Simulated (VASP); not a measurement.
# Li in VASP: a series of runs

Li is run at these levels: PBEsol; tasks: single point.

Everything below comes from runs of VASP 6.6.1. Logs are shortened: lines on timing, memory, paths and dates and some standing lists are left out, and cuts for length are marked.

## (1) The cell of the first run

Symmetry: Fm-3m, No. 225, cubic system. The conventional cell has a = 4.338 Å, b = 4.338 Å, c = 4.338 Å, α = 90.00°, β = 90.00°, γ = 90.00°. Li (site symmetry m-3m) has 12 Li at 3.07 Å within 4.0 Å.

This isn't the form of Li at room conditions, which is bcc.

## (2) Single point, PBEsol (strain -0.015 along x and y, -0.015 along z)

INCAR reads:

```
SYSTEM = Li
PREC = Accurate
ENCUT = 520
EDIFF = 1E-6
ISMEAR = 0
SIGMA = 0.15
LREAL = .FALSE.
LASPH = .TRUE.
NELM = 100
ALGO = Normal
ISIF = 2
LWAVE = .FALSE.
LCHARG = .TRUE.
GGA = PS
LELF = .TRUE.
LVHAR = .TRUE.
NBANDS = 8
```

KPOINTS reads:

```
Automatic mesh
0
G
  18 18 18
  0 0 0
```

POSCAR reads:

```
Li
1.0
    0.0000000000      2.1689700000      2.1689700000
    2.1689700000      0.0000000000      2.1689700000
    2.1689700000      2.1689700000      0.0000000000
Li
1
Direct
    0.0000000000      0.0000000000      0.0000000000
```

Potentials or basis: VASP PAW PBE potentials, release 64 (Li_sv).

The run is started by

```sh
$ cat potpaw_PBE.64/Li_sv/POTCAR > POTCAR
$ mpirun -np 1 vasp_std > vasp.out
```

OUTCAR:

```text
SYSTEM = Li
   PREC = Accurate
   ENCUT = 520
   EDIFF = 1E-6
   ISMEAR = 0
   LREAL = .FALSE.
   LASPH = .TRUE.
   NELM = 100
   ISIF = 2
   GGA = PS

 ion  position               nearest neighbor table
   1  0.000  0.000  0.000-

  LATTYP: Found a face centered cubic cell.
 ALAT       =     4.3379400000

  Lattice vectors:

 A1 = (   0.0000000000,   2.1689700000,   2.1689700000)
 A2 = (   2.1689700000,   0.0000000000,   2.1689700000)
 A3 = (   2.1689700000,   2.1689700000,   0.0000000000)

Analysis of symmetry for initial positions (statically):
=====================================================================
 Subroutine PRICEL returns:
 Original cell was already a primitive cell.

 Routine SETGRP: Setting up the symmetry group for a
 face centered cubic supercell.

 Subroutine GETGRP returns: Found 48 space group operations
 (whereof 48 operations were pure point group operations)
 out of a pool of 48 trial point group operations.

The static configuration has the point symmetry O_h .

Analysis of symmetry for dynamics (positions and initial velocities):
=====================================================================
 Subroutine PRICEL returns:
 Original cell was already a primitive cell.

 Routine SETGRP: Setting up the symmetry group for a
 face centered cubic supercell.

 Subroutine GETGRP returns: Found 48 space group operations
 (whereof 48 operations were pure point group operations)
 out of a pool of 48 trial point group operations.

The dynamic configuration has the point symmetry O_h .

 Subroutine INISYM returns: Found 48 space group operations
 (whereof 48 operations are pure point group operations),
 and found     1 'primitive' translations

----------------------------------------------------------------------------------------

                                     Primitive cell

  volume of cell :      20.4075

  direct lattice vectors                    reciprocal lattice vectors
     0.000000000  2.168970000  2.168970000    -0.230524166  0.230524166  0.230524166
     2.168970000  0.000000000  2.168970000     0.230524166 -0.230524166  0.230524166
     2.168970000  2.168970000  0.000000000     0.230524166  0.230524166 -0.230524166

  length of vectors
     3.067386790  3.067386790  3.067386790     0.399279568  0.399279568  0.399279568

  position of ions in fractional coordinates (direct lattice)
     0.000000000  0.000000000  0.000000000

  ion indices of the primitive-cell ions
   primitive index   ion index
                 1           1

----------------------------------------------------------------------------------------

 KPOINTS: Automatic mesh

Automatic generation of k-mesh.
 Grid dimensions read from file:
 generate k-points for:   18   18   18

 Generating k-lattice:

  Cartesian coordinates                     Fractional coordinates (reciprocal lattice)
    -0.012806898  0.012806898  0.012806898     0.055555556  0.000000000  0.000000000
     0.012806898 -0.012806898  0.012806898     0.000000000  0.055555556  0.000000000
     0.012806898  0.012806898 -0.012806898     0.000000000  0.000000000  0.055555556

  Length of vectors
     0.022182198  0.022182198  0.022182198

  Shift w.r.t. Gamma in fractional coordinates (k-lattice)
     0.000000000  0.000000000  0.000000000

 Subroutine IBZKPT returns following result:
 ===========================================

 Found    195 irreducible k-points:

 Following reciprocal coordinates:
            Coordinates               Weight
  0.000000  0.000000  0.000000      1.000000
  0.055556  0.000000  0.000000      8.000000
  0.111111  0.000000  0.000000      8.000000
  0.166667  0.000000  0.000000      8.000000
  0.222222  0.000000  0.000000      8.000000
  0.277778  0.000000  0.000000      8.000000
[... 16 lines left out ...]
 -0.277778  0.055556  0.000000     24.000000
 -0.222222  0.055556  0.000000     24.000000
 [... further k-points ...]
   k-points           NKPTS =    195   k-points in BZ     NKDIM =    195   number of bands    NBANDS=      8
   number of dos      NEDOS =    301   number of ions     NIONS =      1
   total plane-waves  NPLWV =  13824
   dimension x,y,z NGX =    24 NGY =   24 NGZ =   24
   dimension x,y,z NGXF=    48 NGYF=   48 NGZF=   48
   ions per type =               1
   NGX,Y,Z   is equivalent  to a cutoff of  13.01, 13.01, 13.01 a.u.
   NGXF,Y,Z  is equivalent  to a cutoff of  26.01, 26.01, 26.01 a.u.
 SYSTEM =  Li
   PREC   = accura    normal or accurate (medium, high low for compatibility)
   ISTART =      0    job   : 0-new  1-cont  2-samecut
   ICHARG =      2    charge: 1-file 2-atom 10-const
   ISPIN  =      1    spin polarized calculation?
   LNONCOLLINEAR =      F non collinear calculations
   LSORBIT =      F    spin-orbit coupling
   LASPH  =      T    aspherical Exc in radial PAW
   ENCUT  =  520.0 eV  38.22 Ry    6.18 a.u.   5.70  5.70  5.70*2*pi/ulx,y,z
   NELM   =    100;   NELMIN=  2; NELMDL= -5     # of ELM steps
   EDIFF  = 0.1E-05   stopping-criterion for ELM
   LREAL  =      F    real-space projection
   EDIFFG = 0.1E-04   stopping-criterion for IOM
   NSW    =      0    number of steps for IOM
   IBRION =     -1    ionic relax: 0-MD 1-quasi-New 2-CG
   NFREE  =      0    steps in history (QN), initial steepest desc. (CG)
   ISIF   =      2    stress and relaxation
   ISYM   =      2    0-nonsym 1-usesym 2-fastsym
   POTIM  = 0.5000    time-step for ionic-motion
   TEBEG  =    0.0;   TEEND  =   0.0 temperature during run
   PSTRESS=    0.0 pullay stress
   NELECT =       3.0000    total number of electrons
   NUPDOWN=      -1.0000    fix difference up-down
   EMIN   =  10.00;   EMAX   =-10.00  energy-range for DOS
   EFERMI =   0.00;   METHOD = LEGACY
   ISMEAR =     0;   SIGMA  =   0.15  broadening in eV -4-tet -1-fermi 0-gaus
   EFERMI_NEDOS =   21; number of points for ismear=-14 and -15
   IALGO  =     38    algorithm
   IMIX   =      4    mixing-type and parameters
     AMIX     =   0.40;   BMIX     =  1.00
     AMIX_MAG =   1.60;   BMIX_MAG =  1.00
  volume/ion in A,a.u.               =      20.41       137.72
  Fermi-wavevector in a.u.,A,eV,Ry     =   0.864009  1.632741 10.156911  0.746512
  Thomas-Fermi vector in A             =   1.982043
   LORBIT       =      0    0 simple, 1 ext, 2 COOP (PROOUT), +10 PAW based schemes
   GGA     = PS    functional components
   LHFCALC =     F    Hartree Fock is set to
   AEXX    =    0.0000 exact exchange contribution
   IVDW    =     0    specifies the selected vdW correction
   LEPSILON=     F    determine dielectric tensor
   LRPA    =     F    only Hartree local field effects (RPA)
 non-spin polarized calculation
 Gauss-broadening in eV      SIGMA  =   0.15
  energy-cutoff  :      520.00
  volume of cell :       20.41
 maximum number of plane-waves:       568
   NGX = 11   NGY = 11   NGZ = 11

 number of electron       2.9999996 magnetization

 Free energy of the ion-electron system (eV)
  ---------------------------------------------------
  ext. energy  EPLUGINS =         0.00000000
  ---------------------------------------------------
  free energy    TOTEN  =        -1.97114936 eV

  energy without entropy =       -1.96656329  energy(sigma->0) =       -1.96885632

 E-fermi :   0.6159     XC(G=0):  -7.0011

 val. band max:        0.6055658027   @ k =   0.5000   0.2222   0.0556
 cond. band min:       0.6185687707   @ k =   0.5000   0.0556   0.0000
 fundamental gap:      0.0130029680
 Fermi energy:         0.6159267798

 k-point     1 :       0.0000    0.0000    0.0000
  band No.  band energies     occupation
      1     -45.3156      2.00000
      2      -2.9380      2.00000
      3      14.9144      0.00000
      4      14.9145      0.00000
      5      14.9145      0.00000
      6      18.7470      0.00000
      7      18.7470      0.00000
      8      18.7470      0.00000

 k-point     2 :       0.0556    0.0000    0.0000
  band No.  band energies     occupation
      1     -45.3150      2.00000
      2      -2.8830      2.00000
      3      14.2869      0.00000
      4      14.7834      0.00000
      5      14.7834      0.00000
      6      18.1336      0.00000
      7      18.9767      0.00000
      8      18.9767      0.00000

 k-point     3 :       0.1111    0.0000    0.0000
  band No.  band energies     occupation
      1     -45.3134      2.00000
      2      -2.7180      2.00000
      3      12.8124      0.00000
      4      14.4745      0.00000
      5      14.4745      0.00000
      6      17.9628      0.00000
      7      19.5272      0.00000
      8      19.5272      0.00000

 k-point     4 :       0.1667    0.0000    0.0000
  band No.  band energies     occupation
      1     -45.3111      2.00000
      2      -2.4434      2.00000
      3      11.0907      0.00000
      4      14.1211      0.00000
      5      14.1211      0.00000
      6      18.1316      0.00000
      7      19.9429      0.00000
      8      19.9429      0.00000

 k-point     5 :       0.2222    0.0000    0.0000
  band No.  band energies     occupation
      1     -45.3081      2.00000
      2      -2.0597      2.00000
      3       9.3763      0.00000
      4      13.8023      0.00000
      5      13.8024      0.00000
      6      18.3857      0.00000
      7      19.5760      0.00000
      8      19.5760      0.00000

 k-point     6 :       0.2778    0.0000    0.0000
  band No.  band energies     occupation
      1     -45.3049      2.00000
      2      -1.5707      2.00000
      3       7.7563      0.00000
      4      13.5507      0.00000
      5      13.5507      0.00000
      6      18.4613      0.00000
      7      18.8282      0.00000
      8      18.8282      0.00000

 k-point     7 :       0.3333    0.0000    0.0000
  band No.  band energies     occupation
      1     -45.3018      2.00000
      2      -0.9860      2.00000
      3       6.2735      0.00000
      4      13.3743      0.00000
      5      13.3744      0.00000
      6      18.1213      0.00000
      7      18.1213      0.00000
      8      18.2510      0.00000

 k-point     8 :       0.3889    0.0000    0.0000
  band No.  band energies     occupation
      1     -45.2993      2.00000
      2      -0.3350      2.00000
      3       4.9731      0.00000
      4      13.2666      0.00000
      5      13.2666      0.00000
      6      17.5703      0.00000
      7      17.5703      0.00000
      8      17.9767      0.00000

 k-point     9 :       0.4444    0.0000    0.0000
  band No.  band energies     occupation
      1     -45.2977      2.00000
      2       0.2876      1.99803
      3       3.9577      0.00000
      4      13.2127      0.00000
      5      13.2127      0.00000
      6      17.2216      0.00000
      7      17.2216      0.00000
      8      17.7830      0.00000

 k-point    10 :       0.5000    0.0000    0.0000
  band No.  band energies     occupation
      1     -45.2973      2.00000
      2       0.5933      1.16912
      3       3.5204      0.00000
      4      13.1969      0.00000
      5      13.1969      0.00000
      6      17.1020      0.00000
      7      17.1021      0.00000
      8      17.7151      0.00000
[... 78 lines left out ...]
 k-point    18 :       0.4444    0.0556    0.0000
  band No.  band energies     occupation
      1     -45.2979      2.00000
      2       0.1533      1.99999
      3       4.2777      0.00000
      4      12.7173      0.00000
      5      13.1935      0.00000
      6      15.9752      0.00000
      7      17.9512      0.00000
      8      19.3165      0.00000

 k-point    19 :       0.5000    0.0556    0.0000
  band No.  band energies     occupation
      1     -45.2970      2.00000
      2       0.6186      0.98013
      3       3.5937      0.00000
      4      12.8695      0.00000
      5      12.9162      0.00000
      6      15.9908      0.00000
      7      17.5708      0.00000
      8      19.2445      0.00000

 k-point    20 :      -0.4444    0.0556    0.0000
  band No.  band energies     occupation
      1     -45.2972      2.00000
      2       0.5094      1.68500
      3       3.7461      0.00000
      4      12.6936      0.00000
      5      13.0946      0.00000
      6      16.1941      0.00000
      7      17.3872      0.00000
      8      19.3269      0.00000

 k-point    21 :      -0.3889    0.0556    0.0000
  band No.  band energies     occupation
      1     -45.2984      2.00000
      2      -0.0590      2.00000
      3       4.6189      0.00000
      4      12.5522      0.00000
      5      13.3696      0.00000
      6      16.5582      0.00000
      7      17.4222      0.00000
      8      19.5488      0.00000

 k-point    22 :      -0.3333    0.0556    0.0000
  band No.  band energies     occupation
      1     -45.3006      2.00000
      2      -0.7206      2.00000
      3       5.8426      0.00000
      4      12.5095      0.00000
      5      13.6729      0.00000
      6      17.0577      0.00000
      7      17.6902      0.00000
      8      19.8048      0.00000

 k-point    23 :      -0.2778    0.0556    0.0000
  band No.  band energies     occupation
      1     -45.3034      2.00000
      2      -1.3342      2.00000
      3       7.2687      0.00000
      4      12.5747      0.00000
      5      13.9911      0.00000
      6      17.6474      0.00000
      7      18.1848      0.00000
      8      19.7042      0.00000

 k-point    24 :      -0.2222    0.0556    0.0000
  band No.  band energies     occupation
      1     -45.3066      2.00000
      2      -1.8580      2.00000
      3       8.8416      0.00000
      4      12.7503      0.00000
      5      14.3169      0.00000
      6      18.1394      0.00000
      7      18.8532      0.00000
      8      19.4788      0.00000

 [... further k-points ...]

------------------------ aborting loop because EDIFF is reached ----------------------------------------

  FORCE on cell =-STRESS in cart. coord.  units (eV):
  Direction    XX          YY          ZZ          XY          YZ          ZX
  --------------------------------------------------------------------------------------
  -------------------------------------------------------------------------------------
  Total       -0.0303402     -0.0303402     -0.0303402      0.0000000      0.0000000     -0.0000000
  in kB       -2.3819807     -2.3819807     -2.3819807      0.0000000      0.0000000     -0.0000000
  external PRESSURE =      -2.3819807 kB  Pullay stress =       0.0000000 kB

 VOLUME and BASIS-vectors are now :
 -----------------------------------------------------------------------------
  energy-cutoff  :      520.00
  volume of cell :       20.41
      direct lattice vectors                 reciprocal lattice vectors
     0.000000000  2.168970000  2.168970000    -0.230524166  0.230524166  0.230524166
     2.168970000  0.000000000  2.168970000     0.230524166 -0.230524166  0.230524166
     2.168970000  2.168970000  0.000000000     0.230524166  0.230524166 -0.230524166

 POSITION                                       TOTAL-FORCE (eV/Angst)
 -----------------------------------------------------------------------------------
      0.00000      0.00000      0.00000         0.000000      0.000000      0.000000
 -----------------------------------------------------------------------------------
    total drift:                               -0.000000      0.000000     -0.000000

  FREE ENERGIE OF THE ION-ELECTRON SYSTEM (eV)
  ---------------------------------------------------
  free  energy   TOTEN  =        -1.9711493590 eV

  energy  without entropy=       -1.9665632905  energy(sigma->0) =       -1.96885632
```

Run time: 8.8 s. Hardware: 1 thread of Intel Xeon 6975P-C (Granite Rapids), shared host; peak memory 0.14 GiB.

Results:

```yaml
Free_energy: -1.9711 eV
Band_gap_on_the_k_mesh: zero (an odd number of electrons rules out a gap without spin polarisation)
```

Levels at points of the mesh, in eV from the Fermi level:
```
           k point  band 1  band 2  band 3  band 4  band 5  band 6
(0.00, 0.00, 0.00)  -45.93   -3.55   14.30   14.30   14.30   18.13
(0.50, 0.00, 0.00)  -45.91   -0.02    2.90   12.58   12.58   16.49
(0.50, 0.50, 0.00)  -45.91    1.52    4.68    8.40    8.40   10.57
```

Caveat: the cell differs from its parent crystal (strain -0.015 along x and y, -0.015 along z); the cutoff is under 1.25 times the usual one of these potentials, so pressure, stress and relaxed cells hold a basis-set (Pulay) error; the PAW data sets were made with another functional, which shifts forces and pressure a little.

## (3) Single point, PBEsol (strain +0.015 along x and y, +0.015 along z)

INCAR reads:

```
PREC = Accurate
ENCUT = 520
EDIFF = 1E-6
ISMEAR = 0
SIGMA = 0.15
LREAL = F
LASPH = T
NELM = 60
ALGO = Normal
ISIF = 2
LWAVE = F
LCHARG = F
GGA = PS
NBANDS = 8
```

KPOINTS reads:

```
regular mesh
0
Gamma
  18 18 18
```

POSCAR reads:

```
Li
1.0
    0.0000000000      2.2350300000      2.2350300000
    2.2350300000      0.0000000000      2.2350300000
    2.2350300000      2.2350300000      0.0000000000
Li
1
Direct
    0.0000000000      0.0000000000      0.0000000000
```

Potentials or basis: VASP PAW PBE potentials, release 64 (Li_sv).

The run is started by

```sh
$ cat potpaw_PBE.64/Li_sv/POTCAR > POTCAR
$ mpirun -np 1 vasp_std > vasp.out
```

It took 8.2 s on 1 thread of Intel Xeon 6975P-C (Granite Rapids), shared host; peak memory 0.14 GiB.

The run converged. Its results:

```
Free energy            : -1.9634 eV
Band gap on the k mesh : zero (an odd number of electrons rules out a gap without spin polarisation)
```

Levels at points of the mesh, in eV from the Fermi level:
```tsv
k point	band 1	band 2	band 3	band 4	band 5	band 6	band 7
(0.00, 0.00, 0.00)	-46.09	-3.44	13.42	13.42	13.42	17.11	17.11
(0.50, 0.00, 0.00)	-46.08	0.01	2.62	11.82	11.82	15.57	15.57
(0.50, 0.50, 0.00)	-46.07	1.45	4.36	7.91	7.91	10.00	14.18
```

Caveat: the cell differs from its parent crystal (strain +0.015 along x and y, +0.015 along z); the cutoff is under 1.25 times the usual one of these potentials, so pressure, stress and relaxed cells hold a basis-set (Pulay) error; the PAW data sets were made with another functional, which shifts forces and pressure a little.

## (4) Single point, PBEsol (strain +0.030 along x and y, +0.030 along z)

INCAR reads:

```
ALGO = Normal
EDIFF = 1E-7
ENCUT = 520
GGA = PS
ISIF = 2
ISMEAR = 0
LASPH = True
LCHARG = True
LELF = True
LREAL = False
LVHAR = True
LWAVE = False
NBANDS = 8
NELM = 60
PREC = Accurate
SIGMA = 0.15
```

KPOINTS reads:

```
k-points
0
Gamma
  18 18 18
```

POSCAR reads:

```
Li
1.0
    0.0000000000      2.2680600000      2.2680600000
    2.2680600000      0.0000000000      2.2680600000
    2.2680600000      2.2680600000      0.0000000000
Li
1
Direct
    0.0000000000      0.0000000000      0.0000000000
```

The run is started by

```sh
$ cat potpaw_PBE.64/Li_sv/POTCAR > POTCAR
$ mpirun -np 1 vasp_std > vasp.out
```

Run time: 9.1 s. Hardware: 1 thread of Intel Xeon 6975P-C (Granite Rapids), shared host; peak memory 0.14 GiB.

It converged, with:

* Free energy: -1.9550 eV
* Band gap on the k mesh: zero (an odd number of electrons rules out a gap without spin polarisation)

Levels at points of the mesh, in eV from the Fermi level:
```
           k point  band 1  band 2  band 3  band 4  band 5
(0.00, 0.00, 0.00)  -46.17   -3.38   13.01   13.01   13.01
(0.50, 0.00, 0.00)  -46.16    0.03    2.49   11.46   11.46
(0.50, 0.50, 0.00)  -46.16    1.42    4.22    7.68    7.68
```

Caveat: the cell differs from its parent crystal (strain +0.030 along x and y, +0.030 along z); the cutoff is under 1.25 times the usual one of these potentials, so pressure, stress and relaxed cells hold a basis-set (Pulay) error; the PAW data sets were made with another functional, which shifts forces and pressure a little.

(Continued in part 2 of 2.)
